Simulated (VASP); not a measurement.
**CaO: single point with r2SCAN**

CaO:

```
Ca O
1.0
     0.00000    2.44900    2.44900
     2.44900    0.00000    2.44900
     2.44900    2.44900    0.00000
Ca O
1 1
Direct
  0.91068 0.08932 0.08932
  0.50000 0.50000 0.50000
```

This cell differs from its parent crystal: all Ca atoms moved +0.438 Å, as atom 1 along Cartesian [1 0 0].

* Program: VASP 6.6.1
* Task: single point
* Functional: r2SCAN
* Potentials or basis: VASP PAW PBE potentials, release 64 (Ca_sv, O)
* Cutoff: 520 eV
* k mesh: 8 × 8 × 8
* Occupations: gaussian, width 0.05 eV
* Spin: no spin polarisation
* Dipole correction: no
* Further INCAR settings: ALGO = Normal; EDIFF = 1e-06; NBANDS = 15

- Pressure: 3.4 GPa
- Largest force: 2.743 eV/Å
- Band gap on the k mesh: 4.56 eV (least direct gap 4.75 eV)

Forces on the atoms (eV/Å):
```
Ca  -2.743  0.000  0.000
O    2.743  0.000  0.000
```

Stress tensor (GPa, compression positive):
```
22.04  0.00  0.00
 0.00 -5.99  0.00
 0.00  0.00 -5.99
```

Levels at points of the mesh, in eV from the valence-band top:
| k point | band 5 | band 6 | band 7 | band 8 | band 9 | band 10 | band 11 | band 12 |
| --- | --- | --- | --- | --- | --- | --- | --- | --- |
| (0.00, 0.00, 0.00) | -15.86 | -0.20 | -0.20 | -0.14 | 5.08 | 7.17 | 7.86 | 7.86 |
| (0.50, 0.00, 0.00) | -14.87 | -2.18 | -0.83 | -0.73 | 7.43 | 8.41 | 9.37 | 9.56 |
| (0.50, 0.50, 0.00) | -15.51 | -1.10 | -0.89 | -0.14 | 5.74 | 8.28 | 10.15 | 10.30 |
| (0.00, 0.50, 0.50) | -15.37 | -0.68 | -0.18 | -0.18 | 4.56 | 7.68 | 9.84 | 10.32 |

Run time: 2.5 min on 1 thread of Intel Xeon 8259CL (shared host), peak memory 0.18 GiB.

Caveat: the cell differs from its parent crystal (all Ca atoms moved +0.438 Å, as atom 1 along Cartesian [1 0 0]); the stress differs along the axes, from -6 to 22 GPa; the PAW data sets were made with another functional, which shifts forces and pressure a little. A k mesh can miss the band edges.
